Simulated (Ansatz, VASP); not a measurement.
Pt in VASP and in Ansatz

```
CELL_PARAMETERS angstrom
0.00000 1.99587 1.99587
1.99587 0.00000 1.99587
1.99587 1.99587 0.00000
ATOMIC_POSITIONS crystal
Pt 0.00000 0.00000 0.00000
```

Alike in both runs: functional RPBE; k mesh 13 × 13 × 13; no spin polarisation.

Ansatz relaxed the structure, and its values are those at the end. VASP's run is a single point on that final structure, the one shown.

```csv
,VASP,Ansatz
version,VASP 6.6.1,Ansatz 0.2.0
potentials or method,"VASP PAW PBE potentials, release 64 (Pt)","plane waves, PAW"
plane-wave cutoff (eV),520,420
occupations,"methfessel-paxton of order 1, width 0.1 eV",cold
valence electrons in the cell,10,18
```

Ansatz gave:

- pressure (GPa): 0.0

**Question.** What did VASP give for the same quantities?

**Answer.** Pressure (GPa): -0.5.

VASP's potentials were made for PBE, not for RPBE. VASP's potentials hold 10 valence electrons a cell and Ansatz's 18, so a difference there can come from the potentials and not from the codes. Ansatz's warnings: stress scf threshold loose.

Neither program's run includes spin-orbit coupling.
